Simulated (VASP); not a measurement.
# Be2C (Fm-3m) in VASP: notebook

The runs below take Be2C through single point, with PBE.

Program: VASP 6.6.1. These are calculated values, not measurements. Logs are shortened: lines on timing, memory, paths and dates and some standing lists are left out, and cuts for length are marked.

**1. The cell of the first run**

The structure is cubic, space group Fm-3m (No. 225). Conventional cell: a = 4.371 Å, b = 4.371 Å, c = 4.371 Å, α = 90.00°, β = 90.00°, γ = 90.00°. Within 2.5 Å of Be (site symmetry -43m) lie 4 C at 1.89 Å and 6 Be at 2.19 Å. Within 2.5 Å of C (site symmetry m-3m) lie 8 Be at 1.89 Å.

**2. Single point, PBE (volume scaled by 1.03)**

Input file INCAR:

```
  PREC = Accurate
  ENCUT = 600
  EDIFF = 1E-6
  ISMEAR = 0
  SIGMA = 0.02
  LREAL = False
  LASPH = True
  NELM = 120
  ALGO = Normal
  ISIF = 2
  LWAVE = False
  LCHARG = False
  GGA = PE
  NBANDS = 11
  GGA_COMPAT = False
```

Input file KPOINTS:

```
Automatic mesh
0
Gamma
  12 12 12
```

Input file POSCAR:

```
Be2C
1.0
    0.0000000000      2.1856696201      2.1856696201
    2.1856696201      0.0000000000      2.1856696201
    2.1856696201      2.1856696201      0.0000000000
Be C
2 1
Direct
    0.2500000000      0.2500000000      0.2500000000
    0.7500000000      0.7500000000      0.7500000000
    0.0000000000      0.0000000000      0.0000000000
```

Potentials or basis: VASP PAW PBE potentials, release 64 (Be, C).

On the command line:

```sh
> cat potpaw_PBE.64/Be/POTCAR potpaw_PBE.64/C/POTCAR > POTCAR
> mpirun -np 1 vasp_std > vasp.out
```

OUTCAR:

```text
PREC = Accurate
   ENCUT = 600
   EDIFF = 1E-6
   ISMEAR = 0
   LREAL = False
   LASPH = True
   NELM = 120
   ISIF = 2
   GGA = PE

 ion  position               nearest neighbor table
   1  0.250  0.250  0.250-   3 1.89   3 1.89   3 1.89   3 1.89   2 2.19   2 2.19   2 2.19   2 2.19
                             2 2.19   2 2.19
   2  0.750  0.750  0.750-   3 1.89   3 1.89   3 1.89   3 1.89   1 2.19   1 2.19   1 2.19   1 2.19
                             1 2.19   1 2.19
   3  0.000  0.000  0.000-   2 1.89   2 1.89   2 1.89   1 1.89   1 1.89   1 1.89   2 1.89   1 1.89

  LATTYP: Found a face centered cubic cell.
 ALAT       =     4.3713392402

  Lattice vectors:

 A1 = (   0.0000000000,   2.1856696201,   2.1856696201)
 A2 = (   2.1856696201,   0.0000000000,   2.1856696201)
 A3 = (   2.1856696201,   2.1856696201,   0.0000000000)

Analysis of symmetry for initial positions (statically):
=====================================================================
 Subroutine PRICEL returns:
 Original cell was already a primitive cell.

 Routine SETGRP: Setting up the symmetry group for a
 face centered cubic supercell.

 Subroutine GETGRP returns: Found 48 space group operations
 (whereof 48 operations were pure point group operations)
 out of a pool of 48 trial point group operations.

The static configuration has the point symmetry O_h .

Analysis of symmetry for dynamics (positions and initial velocities):
=====================================================================
 Subroutine PRICEL returns:
 Original cell was already a primitive cell.

 Routine SETGRP: Setting up the symmetry group for a
 face centered cubic supercell.

 Subroutine GETGRP returns: Found 48 space group operations
 (whereof 48 operations were pure point group operations)
 out of a pool of 48 trial point group operations.

The dynamic configuration has the point symmetry O_h .

 Subroutine INISYM returns: Found 48 space group operations
 (whereof 48 operations are pure point group operations),
 and found     1 'primitive' translations

----------------------------------------------------------------------------------------

                                     Primitive cell

  volume of cell :      20.8826

  direct lattice vectors                    reciprocal lattice vectors
     0.000000000  2.185669620  2.185669620    -0.228762845  0.228762845  0.228762845
     2.185669620  0.000000000  2.185669620     0.228762845 -0.228762845  0.228762845
     2.185669620  2.185669620  0.000000000     0.228762845  0.228762845 -0.228762845

  length of vectors
     3.091003620  3.091003620  3.091003620     0.396228870  0.396228870  0.396228870

  position of ions in fractional coordinates (direct lattice)
     0.250000000  0.250000000  0.250000000
     0.750000000  0.750000000  0.750000000
     0.000000000  0.000000000  0.000000000

  ion indices of the primitive-cell ions
   primitive index   ion index
                 1           1
                 2           2
                 3           3

----------------------------------------------------------------------------------------

 KPOINTS: Automatic mesh

Automatic generation of k-mesh.
 Grid dimensions read from file:
 generate k-points for:   12   12   12

 Generating k-lattice:

  Cartesian coordinates                     Fractional coordinates (reciprocal lattice)
    -0.019063570  0.019063570  0.019063570     0.083333333  0.000000000  0.000000000
     0.019063570 -0.019063570  0.019063570     0.000000000  0.083333333  0.000000000
     0.019063570  0.019063570 -0.019063570     0.000000000  0.000000000  0.083333333

  Length of vectors
     0.033019073  0.033019073  0.033019073

  Shift w.r.t. Gamma in fractional coordinates (k-lattice)
     0.000000000  0.000000000  0.000000000

 Subroutine IBZKPT returns following result:
 ===========================================

 Found     72 irreducible k-points:

 Following reciprocal coordinates:
            Coordinates               Weight
  0.000000  0.000000  0.000000      1.000000
  0.083333  0.000000  0.000000      8.000000
  0.166667  0.000000  0.000000      8.000000
  0.250000  0.000000  0.000000      8.000000
  0.333333  0.000000  0.000000      8.000000
  0.416667  0.000000  0.000000      8.000000
[... 16 lines left out ...]
  0.500000  0.166667  0.000000     24.000000
 -0.416667  0.166667  0.000000     24.000000
 [... further k-points ...]
   k-points           NKPTS =     72   k-points in BZ     NKDIM =     72   number of bands    NBANDS=     11
   number of dos      NEDOS =    301   number of ions     NIONS =      3
   total plane-waves  NPLWV =  21952
   dimension x,y,z NGX =    28 NGY =   28 NGZ =   28
   dimension x,y,z NGXF=    56 NGYF=   56 NGZF=   56
   ions per type =               2   1
   NGX,Y,Z   is equivalent  to a cutoff of  15.06, 15.06, 15.06 a.u.
   NGXF,Y,Z  is equivalent  to a cutoff of  30.12, 30.12, 30.12 a.u.
 SYSTEM =  unknown system
   PREC   = accura    normal or accurate (medium, high low for compatibility)
   ISTART =      0    job   : 0-new  1-cont  2-samecut
   ICHARG =      2    charge: 1-file 2-atom 10-const
   ISPIN  =      1    spin polarized calculation?
   LNONCOLLINEAR =      F non collinear calculations
   LSORBIT =      F    spin-orbit coupling
   LASPH  =      T    aspherical Exc in radial PAW
   ENCUT  =  600.0 eV  44.10 Ry    6.64 a.u.   6.17  6.17  6.17*2*pi/ulx,y,z
   NELM   =    120;   NELMIN=  2; NELMDL= -5     # of ELM steps
   EDIFF  = 0.1E-05   stopping-criterion for ELM
   LREAL  =      F    real-space projection
   EDIFFG = 0.1E-04   stopping-criterion for IOM
   NSW    =      0    number of steps for IOM
   IBRION =     -1    ionic relax: 0-MD 1-quasi-New 2-CG
   NFREE  =      0    steps in history (QN), initial steepest desc. (CG)
   ISIF   =      2    stress and relaxation
   ISYM   =      2    0-nonsym 1-usesym 2-fastsym
   POTIM  = 0.5000    time-step for ionic-motion
   TEBEG  =    0.0;   TEEND  =   0.0 temperature during run
   PSTRESS=    0.0 pullay stress
   NELECT =       8.0000    total number of electrons
   NUPDOWN=      -1.0000    fix difference up-down
   EMIN   =  10.00;   EMAX   =-10.00  energy-range for DOS
   EFERMI =   0.00;   METHOD = LEGACY
   ISMEAR =     0;   SIGMA  =   0.02  broadening in eV -4-tet -1-fermi 0-gaus
   EFERMI_NEDOS =   21; number of points for ismear=-14 and -15
   IALGO  =     38    algorithm
   IMIX   =      4    mixing-type and parameters
     AMIX     =   0.40;   BMIX     =  1.00
     AMIX_MAG =   1.60;   BMIX_MAG =  1.00
  volume/ion in A,a.u.               =       6.96        46.97
  Fermi-wavevector in a.u.,A,eV,Ry     =   1.188987  2.246859 19.234410  1.413689
  Thomas-Fermi vector in A             =   2.325104
   LORBIT       =      0    0 simple, 1 ext, 2 COOP (PROOUT), +10 PAW based schemes
   GGA     = PE    functional components
   LHFCALC =     F    Hartree Fock is set to
   AEXX    =    0.0000 exact exchange contribution
   IVDW    =     0    specifies the selected vdW correction
   LEPSILON=     F    determine dielectric tensor
   LRPA    =     F    only Hartree local field effects (RPA)
 non-spin polarized calculation
 Gauss-broadening in eV      SIGMA  =   0.02
  energy-cutoff  :      600.00
  volume of cell :       20.88
 maximum number of plane-waves:       725
 NGX is ok and might be reduce to    28
   NGX = 13   NGY = 13   NGZ = 13

 number of electron       8.0000000 magnetization

 Free energy of the ion-electron system (eV)
  ---------------------------------------------------
  ext. energy  EPLUGINS =         0.00000000
  ---------------------------------------------------
  free energy    TOTEN  =       -17.44744484 eV

  energy without entropy =      -17.44744484  energy(sigma->0) =      -17.44744484

 E-fermi :   7.6092     XC(G=0): -11.3255

 val. band max:        7.4498272864   @ k =   0.0000   0.0000   0.0000
 cond. band min:       8.5950959364   @ k =   0.5000   0.5000   0.0000
 fundamental gap:      1.1452686500
 Fermi energy:         7.6091629101

 k-point     1 :       0.0000    0.0000    0.0000
  band No.  band energies     occupation
      1      -7.3786      2.00000
      2       7.4498      2.00000
      3       7.4498      2.00000
      4       7.4498      2.00000
      5      11.5234      0.00000
      6      11.5234      0.00000
      7      11.5234      0.00000
      8      13.8816      0.00000
      9      20.3937      0.00000
     10      20.3937      0.00000
     11      20.3937      0.00000

 k-point     2 :       0.0833    0.0000    0.0000
  band No.  band energies     occupation
      1      -7.2695      2.00000
      2       6.4902      2.00000
      3       7.2363      2.00000
      4       7.2363      2.00000
      5      11.8357      0.00000
      6      11.8357      0.00000
      7      12.1274      0.00000
      8      14.1642      0.00000
      9      19.6053      0.00000
     10      19.6053      0.00000
     11      20.6409      0.00000

 k-point     3 :       0.1667    0.0000    0.0000
  band No.  band energies     occupation
      1      -6.9452      2.00000
      2       4.6455      2.00000
      3       6.7779      2.00000
      4       6.7779      2.00000
      5      12.4690      0.00000
      6      12.4690      0.00000
      7      12.8872      0.00000
      8      14.9716      0.00000
      9      18.6486      0.00000
     10      18.6486      0.00000
     11      21.3520      0.00000

 k-point     4 :       0.2500    0.0000    0.0000
  band No.  band energies     occupation
      1      -6.4177      2.00000
      2       2.7098      2.00000
      3       6.3153      2.00000
      4       6.3153      2.00000
      5      12.8493      0.00000
      6      12.8493      0.00000
      7      13.3916      0.00000
      8      15.8650      0.00000
      9      18.5563      0.00000
     10      18.5563      0.00000
     11      22.3257      0.00000

 k-point     5 :       0.3333    0.0000    0.0000
  band No.  band energies     occupation
      1      -5.7227      2.00000
      2       0.9376      2.00000
      3       5.9575      2.00000
      4       5.9575      2.00000
      5      12.7543      0.00000
      6      12.7543      0.00000
      7      13.7805      0.00000
      8      16.5315      0.00000
      9      19.4909      0.00000
     10      19.4909      0.00000
     11      23.1920      0.00000
[... 211 lines left out ...]
 k-point    21 :       0.3333    0.1667    0.0000
  band No.  band energies     occupation
      1      -5.8456      2.00000
      2       2.2820      2.00000
      3       4.6750      2.00000
      4       5.2808      2.00000
      5      11.9726      0.00000
      6      13.6711      0.00000
      7      14.9611      0.00000
      8      15.2274      0.00000
      9      19.1420      0.00000
     10      22.0217      0.00000
     11      23.5172      0.00000

 k-point    22 :       0.4167    0.1667    0.0000
  band No.  band energies     occupation
      1      -5.1407      2.00000
      2       0.7181      2.00000
      3       4.5546      2.00000
      4       4.7496      2.00000
      5      11.7768      0.00000
      6      14.7582      0.00000
      7      15.1278      0.00000
      8      15.5948      0.00000
      9      19.7768      0.00000
     10      22.3663      0.00000
     11      24.0044      0.00000

 k-point    23 :       0.5000    0.1667    0.0000
  band No.  band energies     occupation
      1      -4.4872      2.00000
      2      -0.4192      2.00000
      3       4.2508      2.00000
      4       4.6607      2.00000
      5      11.8220      0.00000
      6      14.3974      0.00000
      7      15.5564      0.00000
      8      16.9773      0.00000
      9      20.0412      0.00000
     10      21.8381      0.00000
     11      24.1400      0.00000

 k-point    24 :      -0.4167    0.1667    0.0000
  band No.  band energies     occupation
      1      -4.3560      2.00000
      2      -0.6260      2.00000
      3       3.8904      2.00000
      4       4.9782      2.00000
      5      12.0889      0.00000
      6      14.1138      0.00000
      7      15.4996      0.00000
      8      17.9757      0.00000
      9      20.1427      0.00000
     10      20.4113      0.00000
     11      23.9848      0.00000

 [... further k-points ...]

------------------------ aborting loop because EDIFF is reached ----------------------------------------

  FORCE on cell =-STRESS in cart. coord.  units (eV):
  Direction    XX          YY          ZZ          XY          YZ          ZX
  --------------------------------------------------------------------------------------
  -------------------------------------------------------------------------------------
  Total       -0.7081571     -0.7081571     -0.7081571     -0.0000000      0.0000000     -0.0000000
  in kB      -54.3321179    -54.3321179    -54.3321179     -0.0000000      0.0000000     -0.0000000
  external PRESSURE =     -54.3321179 kB  Pullay stress =       0.0000000 kB

 VOLUME and BASIS-vectors are now :
 -----------------------------------------------------------------------------
  energy-cutoff  :      600.00
  volume of cell :       20.88
      direct lattice vectors                 reciprocal lattice vectors
     0.000000000  2.185669620  2.185669620    -0.228762845  0.228762845  0.228762845
     2.185669620  0.000000000  2.185669620     0.228762845 -0.228762845  0.228762845
     2.185669620  2.185669620  0.000000000     0.228762845  0.228762845 -0.228762845

 POSITION                                       TOTAL-FORCE (eV/Angst)
 -----------------------------------------------------------------------------------
      1.09283      1.09283      1.09283         0.000000      0.000000      0.000000
      3.27850      3.27850      3.27850        -0.000000     -0.000000     -0.000000
      0.00000      0.00000      0.00000         0.000000      0.000000      0.000000
 -----------------------------------------------------------------------------------
    total drift:                               -0.000000     -0.000000      0.000000

  FREE ENERGIE OF THE ION-ELECTRON SYSTEM (eV)
  ---------------------------------------------------
  free  energy   TOTEN  =       -17.4474448445 eV

  energy  without entropy=      -17.4474448445  energy(sigma->0) =      -17.44744484
```

It took 13 s on 1 thread of Intel Xeon Platinum 8488C (Sapphire Rapids), shared host; peak memory 0.15 GiB.

Results:

| Item | Value |
| --- | --- |
| Free energy | -17.4474 eV |
| Pressure | -5.4 GPa |
| Band gap on the k mesh | 1.15 eV, indirect (least direct gap 4.07 eV) |

(Continued in part 2 of 2.)
